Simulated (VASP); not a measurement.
# B3Ir in VASP: further runs

The runs below take B3Ir through relaxation of cell and atoms, with PBE.

All numbers are computed with VASP 6.6.1; they aren't measurements. Logs are shortened: lines on timing, memory, paths and dates and some standing lists are left out, and cuts for length are marked.

## 1. The cell of the first run

Symmetry: P4/mmm, No. 123, tetragonal system. The conventional cell has a = 3.287 Å, b = 3.287 Å, c = 3.253 Å, α = 90.00°, β = 90.00°, γ = 90.00°. Within 3.1 Å of B (site symmetry mmm) lie 8 B at 2.31 to 2.32 Å and 4 Ir at 2.31 Å. Within 3.1 Å of B (site symmetry 4/mmm) lie 8 B at 2.31 Å and 4 Ir at 2.32 Å. Within 3.1 Å of Ir (site symmetry 4/mmm) lie 12 B at 2.31 to 2.32 Å.

## 2. Relaxation of cell and atoms, PBE

Contents of INCAR:

```
ALGO = Normal ; EDIFF = 1E-6
EDIFFG = -0.04 ; ENCUT = 600
GGA = PE ; IBRION = 2
ISIF = 3 ; ISMEAR = 0
LASPH = True ; LCHARG = False
LREAL = False ; LWAVE = False
NELM = 100 ; NSW = 90
PREC = Accurate ; SIGMA = 0.1
```

Contents of KPOINTS:

```
k-points
0
Gamma
  6 6 6
```

Contents of POSCAR:

```
B3Ir
1.0
    3.2870201400      0.0000000000      0.0000000000
    0.0000000000      3.2870201400      0.0000000000
    0.0000000000      0.0000000000      3.2532340700
B Ir
3 1
Direct
    0.0000000000      0.5000000000      0.5000000000
    0.5000000000      0.0000000000      0.5000000000
    0.5000000000      0.5000000000      0.0000000000
    0.0000000000      0.0000000000      0.0000000000
```

Potentials or basis: VASP PAW PBE potentials, release 64 (B, Ir).

Command:

```
$ cat potpaw_PBE.64/B/POTCAR potpaw_PBE.64/Ir/POTCAR > POTCAR
$ mpirun -np 1 vasp_std > vasp.out
```

OUTCAR:

```text
EDIFF = 1E-6
   EDIFFG = -0.04
   ENCUT = 600
   GGA = PE
   IBRION = 2
   ISIF = 3
   ISMEAR = 0
   LASPH = True
   LREAL = False
   NELM = 100
   NSW = 90
   PREC = Accurate

 ion  position               nearest neighbor table
   1  0.000  0.500  0.500-   4 2.31   4 2.31   4 2.31   4 2.31
   2  0.500  0.000  0.500-   4 2.31   4 2.31   4 2.31   4 2.31
   3  0.500  0.500  0.000-   4 2.32   4 2.32   4 2.32   4 2.32
   4  0.000  0.000  0.000-   1 2.31   2 2.31   1 2.31   2 2.31   1 2.31   1 2.31   2 2.31   2 2.31
                             3 2.32   3 2.32   3 2.32   3 2.32

  LATTYP: Found a simple tetragonal cell.
 ALAT       =     3.2870201400
 C/A-ratio  =     0.9897213681

  Lattice vectors:

 A1 = (   3.2870201400,   0.0000000000,   0.0000000000)
 A2 = (   0.0000000000,   3.2870201400,   0.0000000000)
 A3 = (   0.0000000000,   0.0000000000,   3.2532340700)

Analysis of symmetry for initial positions (statically):
=====================================================================
 Subroutine PRICEL returns:
 Original cell was already a primitive cell.

 Routine SETGRP: Setting up the symmetry group for a
 simple tetragonal supercell.

 Subroutine GETGRP returns: Found 16 space group operations
 (whereof 16 operations were pure point group operations)
 out of a pool of 16 trial point group operations.

The static configuration has the point symmetry D_4h.

Analysis of symmetry for dynamics (positions and initial velocities):
=====================================================================
 Subroutine PRICEL returns:
 Original cell was already a primitive cell.

 Routine SETGRP: Setting up the symmetry group for a
 simple tetragonal supercell.

 Subroutine GETGRP returns: Found 16 space group operations
 (whereof 16 operations were pure point group operations)
 out of a pool of 16 trial point group operations.

The dynamic configuration has the point symmetry D_4h.

 Subroutine INISYM returns: Found 16 space group operations
 (whereof 16 operations are pure point group operations),
 and found     1 'primitive' translations

----------------------------------------------------------------------------------------

                                     Primitive cell

  volume of cell :      35.1496

  direct lattice vectors                    reciprocal lattice vectors
     3.287020140  0.000000000  0.000000000     0.304226916  0.000000000  0.000000000
     0.000000000  3.287020140  0.000000000     0.000000000  0.304226916  0.000000000
     0.000000000  0.000000000  3.253234070     0.000000000  0.000000000  0.307386428

  length of vectors
     3.287020140  3.287020140  3.253234070     0.304226916  0.304226916  0.307386428

  position of ions in fractional coordinates (direct lattice)
     0.000000000  0.500000000  0.500000000
     0.500000000  0.000000000  0.500000000
     0.500000000  0.500000000  0.000000000
     0.000000000  0.000000000  0.000000000

  ion indices of the primitive-cell ions
   primitive index   ion index
                 1           1
                 2           2
                 3           3
                 4           4

----------------------------------------------------------------------------------------

 KPOINTS: k-points

Automatic generation of k-mesh.
 Grid dimensions read from file:
 generate k-points for:    6    6    6

 Generating k-lattice:

  Cartesian coordinates                     Fractional coordinates (reciprocal lattice)
     0.050704486  0.000000000  0.000000000     0.166666667  0.000000000  0.000000000
     0.000000000  0.050704486  0.000000000     0.000000000  0.166666667  0.000000000
     0.000000000  0.000000000  0.051231071     0.000000000  0.000000000  0.166666667

  Length of vectors
     0.050704486  0.050704486  0.051231071

  Shift w.r.t. Gamma in fractional coordinates (k-lattice)
     0.000000000  0.000000000  0.000000000

 Subroutine IBZKPT returns following result:
 ===========================================

 Found     40 irreducible k-points:

 Following reciprocal coordinates:
            Coordinates               Weight
  0.000000  0.000000  0.000000      1.000000
  0.166667  0.000000  0.000000      4.000000
  0.333333  0.000000  0.000000      4.000000
  0.500000  0.000000  0.000000      2.000000
  0.166667  0.166667  0.000000      4.000000
  0.333333  0.166667  0.000000      8.000000
[... 16 lines left out ...]
  0.333333  0.000000  0.333333      8.000000
  0.500000  0.000000  0.333333      4.000000
 [... further k-points ...]
   k-points           NKPTS =     40   k-points in BZ     NKDIM =     40   number of bands    NBANDS=     13
   number of dos      NEDOS =    301   number of ions     NIONS =      4
   total plane-waves  NPLWV =  21952
   dimension x,y,z NGX =    28 NGY =   28 NGZ =   28
   dimension x,y,z NGXF=    56 NGYF=   56 NGZF=   56
   ions per type =               3   1
   NGX,Y,Z   is equivalent  to a cutoff of  14.16, 14.16, 14.31 a.u.
   NGXF,Y,Z  is equivalent  to a cutoff of  28.32, 28.32, 28.62 a.u.
 SYSTEM =  unknown system
   PREC   = accura    normal or accurate (medium, high low for compatibility)
   ISTART =      0    job   : 0-new  1-cont  2-samecut
   ICHARG =      2    charge: 1-file 2-atom 10-const
   ISPIN  =      1    spin polarized calculation?
   LNONCOLLINEAR =      F non collinear calculations
   LSORBIT =      F    spin-orbit coupling
   LASPH  =      T    aspherical Exc in radial PAW
   ENCUT  =  600.0 eV  44.10 Ry    6.64 a.u.   6.56  6.56  6.50*2*pi/ulx,y,z
   NELM   =    100;   NELMIN=  2; NELMDL= -5     # of ELM steps
   EDIFF  = 0.1E-05   stopping-criterion for ELM
   LREAL  =      F    real-space projection
   EDIFFG = -.4E-01   stopping-criterion for IOM
   NSW    =     90    number of steps for IOM
   IBRION =      2    ionic relax: 0-MD 1-quasi-New 2-CG
   NFREE  =      1    steps in history (QN), initial steepest desc. (CG)
   ISIF   =      3    stress and relaxation
   ISYM   =      2    0-nonsym 1-usesym 2-fastsym
   POTIM  = 0.5000    time-step for ionic-motion
   TEBEG  =    0.0;   TEEND  =   0.0 temperature during run
   PSTRESS=    0.0 pullay stress
   NELECT =      18.0000    total number of electrons
   NUPDOWN=      -1.0000    fix difference up-down
   EMIN   =  10.00;   EMAX   =-10.00  energy-range for DOS
   EFERMI =   0.00;   METHOD = LEGACY
   ISMEAR =     0;   SIGMA  =   0.10  broadening in eV -4-tet -1-fermi 0-gaus
   EFERMI_NEDOS =   21; number of points for ismear=-14 and -15
   IALGO  =     38    algorithm
   IMIX   =      4    mixing-type and parameters
     AMIX     =   0.40;   BMIX     =  1.00
     AMIX_MAG =   1.60;   BMIX_MAG =  1.00
  volume/ion in A,a.u.               =       8.79        59.30
  Fermi-wavevector in a.u.,A,eV,Ry     =   1.309762  2.475091 23.340467  1.715476
  Thomas-Fermi vector in A             =   2.440338
   LORBIT       =      0    0 simple, 1 ext, 2 COOP (PROOUT), +10 PAW based schemes
   GGA     = PE    functional components
   LHFCALC =     F    Hartree Fock is set to
   AEXX    =    0.0000 exact exchange contribution
   IVDW    =     0    specifies the selected vdW correction
   LEPSILON=     F    determine dielectric tensor
   LRPA    =     F    only Hartree local field effects (RPA)
 conjugate gradient relaxation of ions
 non-spin polarized calculation
 Gauss-broadening in eV      SIGMA  =   0.10
  energy-cutoff  :      600.00
  volume of cell :       35.15
 maximum number of plane-waves:      1193
 NGX is ok and might be reduce to    28
   NGX = 13   NGY = 13   NGZ = 13

--------------------------------------- Ionic step        1  -------------------------------------------

 number of electron      17.9999999 magnetization

 Free energy of the ion-electron system (eV)
  ---------------------------------------------------
  ext. energy  EPLUGINS =         0.00000000
  ---------------------------------------------------
  free energy    TOTEN  =       -24.80245538 eV

  energy without entropy =      -24.79610447  energy(sigma->0) =      -24.79927992

 E-fermi :   9.8486     XC(G=0): -12.9590

 val. band max:        9.8146802101   @ k =   0.3333   0.0000   0.1667
 cond. band min:       9.8608288435   @ k =   0.3333   0.1667   0.0000
 fundamental gap:      0.0461486334
 Fermi energy:         9.8485544872

 k-point     1 :       0.0000    0.0000    0.0000
  band No.  band energies     occupation
      1      -5.8653      2.00000
      2       2.1075      2.00000
      3       2.1947      2.00000
      4       4.9599      2.00000
      5       4.9599      2.00000
      6       5.1293      2.00000
      7       6.2715      2.00000
      8       6.2979      2.00000
      9       6.2979      2.00000
     10      12.3728      0.00000
     11      12.3728      0.00000
     12      12.3897      0.00000
     13      13.0227      0.00000

 k-point     2 :       0.1667    0.0000    0.0000
  band No.  band energies     occupation
      1      -5.4818      2.00000
      2       1.3435      2.00000
      3       2.2725      2.00000
      4       4.1027      2.00000
      5       4.2141      2.00000
      6       5.0965      2.00000
      7       6.3407      2.00000
      8       7.1489      2.00000
      9       7.2282      2.00000
     10      11.0123      0.00000
     11      12.8751      0.00000
     12      12.9301      0.00000
     13      13.2916      0.00000
[... 403 lines left out ...]
 VOLUME and BASIS-vectors are now :
 -----------------------------------------------------------------------------
  energy-cutoff  :      600.00
  volume of cell :       32.85
      direct lattice vectors                 reciprocal lattice vectors
     3.212458308  0.000000000  0.000000000     0.311288087  0.000000000  0.000000000
     0.000000000  3.212458308  0.000000000     0.000000000  0.311288087 -0.000000000
     0.000000000  0.000000000  3.183654781     0.000000000 -0.000000000  0.314104408

 POSITION                                       TOTAL-FORCE (eV/Angst)
 -----------------------------------------------------------------------------------
      0.00000      1.60623      1.59183         0.000000     -0.000000      0.000000
      1.60623      0.00000      1.59183         0.000000      0.000000      0.000000
      1.60623      1.60623      0.00000         0.000000     -0.000000      0.000000
      0.00000      0.00000      0.00000         0.000000      0.000000      0.000000
 -----------------------------------------------------------------------------------
    total drift:                                0.000000     -0.000000     -0.000000

  FREE ENERGIE OF THE ION-ELECTRON SYSTEM (eV)
  ---------------------------------------------------
  free  energy   TOTEN  =       -24.7887700035 eV

  energy  without entropy=      -24.7803803917  energy(sigma->0) =      -24.78457520

--------------------------------------- Ionic step        3  -------------------------------------------

 number of electron      18.0000001 magnetization

 Free energy of the ion-electron system (eV)
  ---------------------------------------------------
  ext. energy  EPLUGINS =         0.00000000
  ---------------------------------------------------
  free energy    TOTEN  =       -24.83120189 eV

  energy without entropy =      -24.82373220  energy(sigma->0) =      -24.82746704

 E-fermi :  10.2778     XC(G=0): -13.1060

 val. band max:       10.2405389236   @ k =   0.3333   0.0000   0.1667
 cond. band min:      10.2828001677   @ k =   0.3333   0.1667   0.0000
 fundamental gap:      0.0422612441
 Fermi energy:        10.2777648319

 k-point     1 :       0.0000    0.0000    0.0000
  band No.  band energies     occupation
      1      -5.7809      2.00000
      2       2.2933      2.00000
      3       2.3740      2.00000
      4       5.2243      2.00000
      5       5.2243      2.00000
      6       5.3876      2.00000
      7       6.5890      2.00000
      8       6.6160      2.00000
      9       6.6160      2.00000
     10      12.7864      0.00000
     11      12.7864      0.00000
     12      12.8056      0.00000
     13      13.5150      0.00000

 k-point     2 :       0.1667    0.0000    0.0000
  band No.  band energies     occupation
      1      -5.3881      2.00000
      2       1.5393      2.00000
      3       2.4477      2.00000
      4       4.3343      2.00000
      5       4.4432      2.00000
      6       5.3579      2.00000
      7       6.6616      2.00000
      8       7.4870      2.00000
      9       7.5633      2.00000
     10      11.5125      0.00000
     11      13.3318      0.00000
     12      13.3867      0.00000
     13      13.9012      0.00000
[... 365 lines left out ...]
 VOLUME and BASIS-vectors are now :
 -----------------------------------------------------------------------------
  energy-cutoff  :      600.00
  volume of cell :       34.09
      direct lattice vectors                 reciprocal lattice vectors
     3.253016478  0.000000000  0.000000000     0.307406989  0.000000000  0.000000000
     0.000000000  3.253016478  0.000000000     0.000000000  0.307406989 -0.000000000
     0.000000000  0.000000000  3.221502679     0.000000000 -0.000000000  0.310414145

 POSITION                                       TOTAL-FORCE (eV/Angst)
 -----------------------------------------------------------------------------------
      0.00000      1.62651      1.61075         0.000000     -0.000000      0.000000
      1.62651      0.00000      1.61075         0.000000      0.000000      0.000000
      1.62651      1.62651      0.00000         0.000000     -0.000000      0.000000
      0.00000      0.00000      0.00000         0.000000      0.000000      0.000000
 -----------------------------------------------------------------------------------
    total drift:                               -0.000000     -0.000000     -0.000000

  FREE ENERGIE OF THE ION-ELECTRON SYSTEM (eV)
  ---------------------------------------------------
  free  energy   TOTEN  =       -24.8312018873 eV

  energy  without entropy=      -24.8237321964  energy(sigma->0) =      -24.82746704

 reached required accuracy - stopping structural energy minimisation
```

Wall time 53 s (1 thread of AMD EPYC 7R43 (Zen 3), shared host); peak memory 0.15 GiB.

What came out:

* Free energy: -24.8312 eV
* Relaxed volume: 8.52 Å³/atom
* Relaxed cell: a = 3.253 Å, b = 3.253 Å, c = 3.222 Å, α = 90.00°, β = 90.00°, γ = 90.00°
* Space group after relaxing (to 0.05 Å): Pm-3m (No. 221)
* Energy gained by relaxing: 7.2 meV/atom
* Ionic steps: 3
* Pressure after relaxing: 0.0 GPa
* Band gap on the k mesh: zero (band 9 reaches 10.28 eV, above the bottom of band 10 at 9.58 eV)

The path:
```tsv
step	energy change (eV)	largest force (eV/Å)	pressure (GPa)	volume (Å³)
1	0.0000	0.0000	-8.41	35.15
2	0.0137	0.0000	11.42	32.85
3	-0.0287	0.0000	-0.05	34.09
```

Final structure:
```yaml
crystal:
  lattice:
    - [3.25302, 0.00000, 0.00000]
    - [0.00000, 3.25302, 0.00000]
    - [0.00000, 0.00000, 3.22150]
  atoms:
    - { symbol: B, position: [0.00000, 0.50000, 0.50000] }
    - { symbol: B, position: [0.50000, 0.00000, 0.50000] }
    - { symbol: B, position: [0.50000, 0.50000, 0.00000] }
    - { symbol: Ir, position: [0.00000, 0.00000, 0.00000] }
```

Caveat: spin-orbit coupling is left out, which moves the levels of the heavy elements.

## 3. Relaxation of cell and atoms, PBE

This run uses another cell than the first one, of 8.50 Å³/atom, 0.967 times its volume.

Contents of INCAR:

```
SYSTEM = B3Ir
PREC = Accurate
ENCUT = 600
EDIFF = 1E-6
ISMEAR = 0
SIGMA = 0.1
LREAL = .False.
LASPH = .True.
NELM = 100
ALGO = Normal
ISIF = 3
LWAVE = .False.
LCHARG = .False.
GGA = PE
IBRION = 2
NSW = 100
EDIFFG = -0.01
```

Contents of KPOINTS:

```
Automatic mesh
0
Gamma
  14 14 14
  0 0 0
```

Contents of POSCAR:

```
B3Ir
1.0
    3.2393063874      0.0000000000      0.0000000000
    0.0000000000      3.2393063874      0.0000000000
    0.0000000000      0.0000000000      3.2393063874
B Ir
3 1
Direct
    0.0000000000      0.5000000000      0.5000000000
    0.5000000000      0.0000000000      0.5000000000
    0.5000000000      0.5000000000      0.0000000000
    0.0000000000      0.0000000000      0.0000000000
```

Potentials or basis: VASP PAW PBE potentials, release 64 (B, Ir).

Command:

```
$ cat potpaw_PBE.64/B/POTCAR potpaw_PBE.64/Ir/POTCAR > POTCAR
$ mpirun -np 1 vasp_std > vasp.out
```

Run time: 58 s. Hardware: 1 thread of AMD EPYC 7R43 (Zen 3), shared host; peak memory 0.18 GiB.

Results (log left out):

* Free energy: -24.8701 eV
* Pressure after relaxing: -0.1 GPa
* Band gap on the k mesh: zero (band 9 reaches 10.74 eV, above the bottom of band 10 at 9.70 eV)

Final structure:
```
B Ir
1.0
     3.23931    0.00000    0.00000
     0.00000    3.23931    0.00000
     0.00000    0.00000    3.23931
B Ir
3 1
Direct
  0.00000 0.50000 0.50000
  0.50000 0.00000 0.50000
  0.50000 0.50000 0.00000
  0.00000 0.00000 0.00000
```

Levels at points of the mesh, in eV from the Fermi level:
```
           k point  band 6  band 7  band 8  band 9  band 10  band 11  band 12  band 13
(0.00, 0.00, 0.00)   -4.95   -3.63   -3.63   -3.63     2.58     2.58     2.58     3.34
(0.50, 0.00, 0.00)   -3.44   -2.71   -0.67   -0.67    -0.55     1.83     2.26     2.26
(0.50, 0.50, 0.00)   -6.30   -2.60   -1.79   -1.68     0.13     2.66     2.66     4.72
(0.50, 0.50, 0.50)   -6.36   -6.36   -2.18   -2.18     0.79     2.60     2.60     2.60
```

Caveat: the relaxation stopped at its first step, so nothing moved; spin-orbit coupling is left out, which moves the levels of the heavy elements.
